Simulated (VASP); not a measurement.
A run of VASP 6.6.1:

Contents of INCAR:

```
PREC = Accurate
ENCUT = 520
EDIFF = 1E-6
ISMEAR = -1
SIGMA = 0.5
LREAL = F
LASPH = T
NELM = 100
ALGO = Normal
ISIF = 2
LWAVE = F
LCHARG = F
GGA = PS
NBANDS = 56
```

The input KPOINTS:

```
Automatic mesh
0
Gamma
  4 4 3
```

Contents of POSCAR:

```
Ta6N5
1.0
    5.1873401000     -0.0000000300      0.0000000000
   -2.5936700200      4.4923683200      0.0000000000
    0.0000000000      0.0000000000      5.8095353900
Ta N
6 5
Direct
   -0.0041901091     -0.0175475372     -0.0019669387
    0.2995146967      0.6485403247      0.2438721696
    0.6415214798      0.3130575944      0.2466990738
    0.0399670707      0.0359447378      0.5000843966
    0.3060465134      0.6516188791      0.7520339763
    0.6430439294      0.3153036257      0.7522424267
    0.3903652361     -0.0175136994     -0.0011512108
    0.5923324011      0.5931323587      0.0003148272
   -0.0305247009      0.3582649250     -0.0020357910
    0.6057770232     -0.1420707156      0.4935453195
   -0.0182273089      0.4229920310      0.4998265446
```

Potentials or basis: VASP PAW PBE potentials, release 64 (Ta_pv, N).

Launch:

```sh
$ cat potpaw_PBE.64/Ta_pv/POTCAR potpaw_PBE.64/N/POTCAR > POTCAR
$ mpirun -np 1 vasp_std > vasp.out
```

Hardware: 1 thread of Intel(R) Xeon(R) Platinum 8375C CPU @ 2.90GHz (Ice Lake), on a shared host.

Estimate the wall time of this run.

It took 4.2 min on 1 thread of Intel(R) Xeon(R) Platinum 8375C CPU @ 2.90GHz (Ice Lake) (shared host), peak memory 0.34 GiB. Counts: scf iterations 20, k points 26.
